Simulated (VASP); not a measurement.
## ZnS: single point with PBE

ZnS:

```
Zn S
1.0
     2.61758    0.00000    0.00000
    -1.30879    2.26689    0.00000
     0.00000    0.00000    5.67112
Zn S
1 1
Direct
  0.00000 0.00000 0.50000
  0.00000 0.00000 0.00000
```

```
Program             : VASP 6.6.1
Task                : single point
Functional          : PBE
Potentials or basis : VASP PAW PBE potentials, release 64 (Zn, S)
Cutoff              : 520 eV
k mesh              : 6 × 6 × 4
Occupations         : gaussian, width 0.1 eV
Spin                : no spin polarisation
```

```json
{
 "Pressure": "0.1 GPa",
 "Band gap on the k mesh": "zero (band 9 reaches 8.42 eV, above the bottom of band 10 at 3.53 eV)"
}
```

Stress tensor (GPa, compression positive):
```
 0.16  0.00  0.00
 0.00  0.16  0.00
 0.00  0.00 -0.14
```

Levels at points of the mesh, in eV from the Fermi level:
```tsv
k point	band 5	band 6	band 7	band 8	band 9	band 10	band 11	band 12	band 13	band 14
(0.00, 0.00, 0.00)	-6.22	-6.22	-6.05	-5.89	4.10	4.10	4.61	9.12	13.15	13.15
(0.50, 0.00, 0.00)	-6.35	-6.26	-5.92	-2.00	0.07	1.14	1.85	4.83	7.82	10.05
(0.00, 0.00, 0.50)	-6.74	-6.22	-6.22	-2.32	0.44	4.11	4.11	12.73	13.16	13.16
(0.50, 0.00, 0.50)	-6.47	-6.35	-5.92	-2.10	-0.53	1.16	3.59	6.67	7.10	7.88
```

It took 9.4 s on 1 thread of AMD EPYC 9R45 (Zen 5), with other jobs on the host, peak memory 0.11 GiB.

Caveat: the k points lie up to 0.46 Å⁻¹ apart.
